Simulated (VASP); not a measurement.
# Cd (Pm-3m) in VASP: notebook

The runs below take Cd through single point, with r2SCAN, r2SCAN0.

Everything below comes from runs of VASP 6.6.1. Logs are shortened: lines on timing, memory, paths and dates and some standing lists are left out, and cuts for length are marked.

## Step 1: The cell of the first run

The structure is cubic, space group Pm-3m (No. 221). The conventional cell has a = 2.941 Å, b = 2.941 Å, c = 2.941 Å, α = 90.00°, β = 90.00°, γ = 90.00°. Cd (site symmetry m-3m) has 6 Cd at 2.94 Å within 3.9 Å.

This isn't the form of Cd at room conditions, which is hcp.

## Step 2: Single point, r2SCAN

POSCAR

```
Cd
1.0
    2.9406369434      0.0000000000      0.0000000000
    0.0000000000      2.9406369434      0.0000000000
    0.0000000000      0.0000000000      2.9406369434
Cd
1
Direct
    0.0000000000      0.0000000000      0.0000000000
```

INCAR.step1

```
  PREC = Accurate
  ENCUT = 520
  ISMEAR = -1
  SIGMA = 0.1
  LREAL = False
  LASPH = True
  NELM = 80
  NBANDS = 12
  GGA = PE
  ALGO = Normal
  EDIFF = 1E-4
  LWAVE = True
  LCHARG = False
```

INCAR.step2

```
  PREC = Accurate
  ENCUT = 520
  EDIFF = 1E-6
  ISMEAR = -1
  SIGMA = 0.1
  LREAL = False
  LASPH = True
  NELM = 80
  ALGO = Normal
  ISIF = 2
  LWAVE = False
  LCHARG = False
  METAGGA = R2SCAN
  LMIXTAU = True
  NBANDS = 12
  ISTART = 1
```

KPOINTS

```
regular mesh
0
Gamma
  6 6 6
```

Potentials or basis: VASP PAW PBE potentials, release 64 (Cd).

Launch:

```
$ cat potpaw_PBE.64/Cd/POTCAR > POTCAR
$ cp INCAR.step1 INCAR
$ mpirun -np 1 vasp_std > vasp.out
$ cp INCAR.step2 INCAR
$ mpirun -np 1 vasp_std > vasp.out
```

OUTCAR:

```text
PREC = Accurate
   ENCUT = 520
   EDIFF = 1E-6
   ISMEAR = -1
   LREAL = False
   LASPH = True
   NELM = 80
   ISIF = 2
   METAGGA = R2SCAN
   ISTART = 1

 ion  position               nearest neighbor table
   1  0.000  0.000  0.000-

  LATTYP: Found a simple cubic cell.
 ALAT       =     2.9406369434

  Lattice vectors:

 A1 = (   2.9406369434,   0.0000000000,   0.0000000000)
 A2 = (   0.0000000000,   2.9406369434,   0.0000000000)
 A3 = (   0.0000000000,   0.0000000000,   2.9406369434)

Analysis of symmetry for initial positions (statically):
=====================================================================
 Subroutine PRICEL returns:
 Original cell was already a primitive cell.

 Routine SETGRP: Setting up the symmetry group for a
 simple cubic supercell.

 Subroutine GETGRP returns: Found 48 space group operations
 (whereof 48 operations were pure point group operations)
 out of a pool of 48 trial point group operations.

The static configuration has the point symmetry O_h .

Analysis of symmetry for dynamics (positions and initial velocities):
=====================================================================
 Subroutine PRICEL returns:
 Original cell was already a primitive cell.

 Routine SETGRP: Setting up the symmetry group for a
 simple cubic supercell.

 Subroutine GETGRP returns: Found 48 space group operations
 (whereof 48 operations were pure point group operations)
 out of a pool of 48 trial point group operations.

The dynamic configuration has the point symmetry O_h .

 Subroutine INISYM returns: Found 48 space group operations
 (whereof 48 operations are pure point group operations),
 and found     1 'primitive' translations

----------------------------------------------------------------------------------------

                                     Primitive cell

  volume of cell :      25.4287

  direct lattice vectors                    reciprocal lattice vectors
     2.940636943  0.000000000  0.000000000     0.340062381  0.000000000  0.000000000
     0.000000000  2.940636943  0.000000000     0.000000000  0.340062381  0.000000000
     0.000000000  0.000000000  2.940636943     0.000000000  0.000000000  0.340062381

  length of vectors
     2.940636943  2.940636943  2.940636943     0.340062381  0.340062381  0.340062381

  position of ions in fractional coordinates (direct lattice)
     0.000000000  0.000000000  0.000000000

  ion indices of the primitive-cell ions
   primitive index   ion index
                 1           1

----------------------------------------------------------------------------------------

 KPOINTS: regular mesh

Automatic generation of k-mesh.
 Grid dimensions read from file:
 generate k-points for:    6    6    6

 Generating k-lattice:

  Cartesian coordinates                     Fractional coordinates (reciprocal lattice)
     0.056677063  0.000000000  0.000000000     0.166666667  0.000000000  0.000000000
     0.000000000  0.056677063  0.000000000     0.000000000  0.166666667  0.000000000
     0.000000000  0.000000000  0.056677063     0.000000000  0.000000000  0.166666667

  Length of vectors
     0.056677063  0.056677063  0.056677063

  Shift w.r.t. Gamma in fractional coordinates (k-lattice)
     0.000000000  0.000000000  0.000000000

 Subroutine IBZKPT returns following result:
 ===========================================

 Found     20 irreducible k-points:

 Following reciprocal coordinates:
            Coordinates               Weight
  0.000000  0.000000  0.000000      1.000000
  0.166667  0.000000  0.000000      6.000000
  0.333333  0.000000  0.000000      6.000000
  0.500000  0.000000  0.000000      3.000000
  0.166667  0.166667  0.000000     12.000000
  0.333333  0.166667  0.000000     24.000000
[... 12 lines left out ...]
  0.500000  0.500000  0.333333      6.000000
  0.500000  0.500000  0.500000      1.000000
   k-points           NKPTS =     20   k-points in BZ     NKDIM =     20   number of bands    NBANDS=     12
   number of dos      NEDOS =    301   number of ions     NIONS =      1
   total plane-waves  NPLWV =  13824
   dimension x,y,z NGX =    24 NGY =   24 NGZ =   24
   dimension x,y,z NGXF=    48 NGYF=   48 NGZF=   48
   ions per type =               1
   NGX,Y,Z   is equivalent  to a cutoff of  13.57, 13.57, 13.57 a.u.
   NGXF,Y,Z  is equivalent  to a cutoff of  27.14, 27.14, 27.14 a.u.
 SYSTEM =  unknown system
   PREC   = accura    normal or accurate (medium, high low for compatibility)
   ISTART =      1    job   : 0-new  1-cont  2-samecut
   ICHARG =      0    charge: 1-file 2-atom 10-const
   ISPIN  =      1    spin polarized calculation?
   LNONCOLLINEAR =      F non collinear calculations
   LSORBIT =      F    spin-orbit coupling
   LASPH  =      T    aspherical Exc in radial PAW
   ENCUT  =  520.0 eV  38.22 Ry    6.18 a.u.   5.47  5.47  5.47*2*pi/ulx,y,z
   NELM   =     80;   NELMIN=  2; NELMDL=  0     # of ELM steps
   EDIFF  = 0.1E-05   stopping-criterion for ELM
   LREAL  =      F    real-space projection
   EDIFFG = 0.1E-04   stopping-criterion for IOM
   NSW    =      0    number of steps for IOM
   IBRION =     -1    ionic relax: 0-MD 1-quasi-New 2-CG
   NFREE  =      0    steps in history (QN), initial steepest desc. (CG)
   ISIF   =      2    stress and relaxation
   ISYM   =      2    0-nonsym 1-usesym 2-fastsym
   POTIM  = 0.5000    time-step for ionic-motion
   TEBEG  =    0.0;   TEEND  =   0.0 temperature during run
   PSTRESS=    0.0 pullay stress
   NELECT =      12.0000    total number of electrons
   NUPDOWN=      -1.0000    fix difference up-down
   EMIN   =  10.00;   EMAX   =-10.00  energy-range for DOS
   EFERMI =   0.00;   METHOD = LEGACY
   ISMEAR =    -1;   SIGMA  =   0.10  broadening in eV -4-tet -1-fermi 0-gaus
   EFERMI_NEDOS =   21; number of points for ismear=-14 and -15
   IALGO  =     38    algorithm
   IMIX   =      4    mixing-type and parameters
     AMIX     =   0.40;   BMIX     =  1.00
     AMIX_MAG =   1.60;   BMIX_MAG =  1.00
  volume/ion in A,a.u.               =      25.43       171.60
  Fermi-wavevector in a.u.,A,eV,Ry     =   1.274561  2.408570 22.102730  1.624505
  Thomas-Fermi vector in A             =   2.407322
   LORBIT       =      0    0 simple, 1 ext, 2 COOP (PROOUT), +10 PAW based schemes
   METAGGA = R2SCAN    functional components
   LHFCALC =     F    Hartree Fock is set to
   AEXX    =    0.0000 exact exchange contribution
   IVDW    =     0    specifies the selected vdW correction
   LEPSILON=     F    determine dielectric tensor
   LRPA    =     F    only Hartree local field effects (RPA)
 non-spin polarized calculation
  energy-cutoff  :      520.00
  volume of cell :       25.43
 maximum number of plane-waves:       700
 NGX is ok and might be reduce to    24
   NGX = 11   NGY = 11   NGZ = 11

 number of electron      12.0000000 magnetization

 Free energy of the ion-electron system (eV)
  ---------------------------------------------------
  ext. energy  EPLUGINS =         0.00000000
  ---------------------------------------------------
  free energy    TOTEN  =       -19.98090561 eV

  energy without entropy =      -19.97392051  energy(sigma->0) =      -19.97741306

 E-fermi :   1.5323     XC(G=0): -10.7267

 val. band max:        1.1625929418   @ k =   0.5000   0.3333   0.1667
 cond. band min:       1.7207796910   @ k =   0.5000   0.3333   0.0000
 fundamental gap:      0.5581867493
 Fermi energy:         1.5323070167

 k-point     1 :       0.0000    0.0000    0.0000
  band No.  band energies     occupation
      1      -8.3647      2.00000
      2      -8.3647      2.00000
      3      -6.8543      2.00000
      4      -6.8543      2.00000
      5      -6.8543      2.00000
      6      -6.2934      2.00000
      7      12.2390      0.00000
      8      12.2390      0.00000
      9      12.2390      0.00000
     10      15.8554      0.00000
     11      15.8554      0.00000
     12      17.1174      0.00000

 k-point     2 :       0.1667    0.0000    0.0000
  band No.  band energies     occupation
      1      -8.3328      2.00000
      2      -8.1531      2.00000
      3      -6.9707      2.00000
      4      -6.9707      2.00000
      5      -6.8444      2.00000
      6      -5.7232      2.00000
      7       8.1385      0.00000
      8      12.9228      0.00000
      9      12.9228      0.00000
     10      16.0595      0.00000
     11      16.8231      0.00000
     12      21.2009      0.00000

 k-point     3 :       0.3333    0.0000    0.0000
  band No.  band energies     occupation
      1      -8.2685      2.00000
      2      -7.8029      2.00000
      3      -7.1952      2.00000
      4      -7.1952      2.00000
      5      -6.8246      2.00000
      6      -3.8844      2.00000
      7       3.3000      0.00000
      8      14.7447      0.00000
      9      14.7447      0.00000
     10      16.6513      0.00000
     11      17.4284      0.00000
     12      21.7238      0.00000
[... 226 lines left out ...]
 k-point    19 :       0.5000    0.5000    0.3333
  band No.  band energies     occupation
      1      -7.9924      2.00000
      2      -7.7827      2.00000
      3      -7.7827      2.00000
      4      -6.8080      2.00000
      5      -6.4241      2.00000
      6       5.2591      0.00000
      7       5.2704      0.00000
      8       5.2704      0.00000
      9       9.2395      0.00000
     10      12.7257      0.00000
     11      13.6674      0.00000
     12      13.6674      0.00000

 k-point    20 :       0.5000    0.5000    0.5000
  band No.  band energies     occupation
      1      -7.9463      2.00000
      2      -7.9463      2.00000
      3      -7.9463      2.00000
      4      -6.4173      2.00000
      5      -6.4173      2.00000
      6       6.5330      0.00000
      7       6.5330      0.00000
      8       6.5330      0.00000
      9       9.9320      0.00000
     10      10.7809      0.00000
     11      11.7002      0.00000
     12      11.7002      0.00000

------------------------ aborting loop because EDIFF is reached ----------------------------------------

  FORCE on cell =-STRESS in cart. coord.  units (eV):
  Direction    XX          YY          ZZ          XY          YZ          ZX
  --------------------------------------------------------------------------------------
  -------------------------------------------------------------------------------------
  Total        0.1926988      0.1926988      0.1926988      0.0000000     -0.0000000      0.0000000
  in kB       12.1413030     12.1413030     12.1413030      0.0000000     -0.0000000      0.0000000
  external PRESSURE =      12.1413030 kB  Pullay stress =       0.0000000 kB

 VOLUME and BASIS-vectors are now :
 -----------------------------------------------------------------------------
  energy-cutoff  :      520.00
  volume of cell :       25.43
      direct lattice vectors                 reciprocal lattice vectors
     2.940636943  0.000000000  0.000000000     0.340062381  0.000000000  0.000000000
     0.000000000  2.940636943  0.000000000     0.000000000  0.340062381  0.000000000
     0.000000000  0.000000000  2.940636943     0.000000000  0.000000000  0.340062381

 POSITION                                       TOTAL-FORCE (eV/Angst)
 -----------------------------------------------------------------------------------
      0.00000      0.00000      0.00000         0.000000      0.000000      0.000000
 -----------------------------------------------------------------------------------
    total drift:                               -0.000000     -0.000000      0.000000

  FREE ENERGIE OF THE ION-ELECTRON SYSTEM (eV)
  ---------------------------------------------------
  free  energy   TOTEN  =       -19.9809056130 eV

  energy  without entropy=      -19.9739205145  energy(sigma->0) =      -19.97741306
```

It took 18 s on 1 thread of Intel Xeon Platinum 8259CL at 2.50GHz (Skylake/Cascade Lake), shared host; peak memory 0.14 GiB.

What came out:

```yaml
Free_energy: -19.9809 eV
Pressure: 1.2 GPa
Band_gap_on_the_k_mesh: zero (bands 6 and 7 overlap by 7.08 eV)
```

Caveat: the PAW data sets were made with another functional, which shifts forces and pressure a little.

(Part 1 of 2 ends here.)

The gap in the log of VASP goes by the Fermi energy; the results here count the filled bands.